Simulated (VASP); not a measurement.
A run of VASP 6.6.1 is set up as follows.

The input POSCAR:

```
Ni
1.0
   -1.7666800000     -1.7666800000     -3.5333600000
    1.7666800000     -1.7666800000      0.0000000000
   -1.7666800000     -1.7666800000      0.0000000000
Ni
2
Direct
    0.0000000000      0.0000000000      0.0000000000
    0.5000000000      0.5000000000      0.0000000000
```

The input INCAR.step1:

```
PREC = Accurate ; ENCUT = 520
ISMEAR = -1 ; SIGMA = 0.05
LREAL = F ; LASPH = T
NELM = 150 ; ISPIN = 2
MAGMOM = 2 2 ; LMAXMIX = 4
NBANDS = 21 ; ISYM = 0
GGA = PE ; ALGO = Normal
EDIFF = 1E-4 ; LWAVE = T
LCHARG = F
```

File INCAR.step2:

```
PREC = Accurate ; ENCUT = 520
EDIFF = 1E-6 ; ISMEAR = -1
SIGMA = 0.05 ; LREAL = F
LASPH = T ; NELM = 150
ALGO = Normal ; ISIF = 2
LWAVE = F ; LCHARG = T
ISPIN = 2 ; MAGMOM = 2 2
LORBIT = 11 ; LMAXMIX = 4
METAGGA = R2SCAN ; LMIXTAU = T
LELF = T ; LVHAR = T
NBANDS = 21 ; ISYM = 0
ISTART = 1
```

File KPOINTS:

```
Automatic mesh
0
Gamma
  8 11 13
```

Potentials or basis: VASP PAW PBE potentials, release 64 (Ni).

Command:

```sh
$ cat potpaw_PBE.64/Ni/POTCAR > POTCAR
$ cp INCAR.step1 INCAR
$ mpirun -np 1 vasp_std > vasp.out
$ cp INCAR.step2 INCAR
$ mpirun -np 1 vasp_std > vasp.out
```

(1) Estimate the site moments.

(2) Predict the pressure.

(3) Estimate the net moment.

Answers

(1) Ni +0.76 μB.

(2) -8.9 GPa.

(3) 1.46 μB per cell.

Caveat: the cell stands under tension; the PAW data sets were made with another functional, which shifts forces and pressure a little.
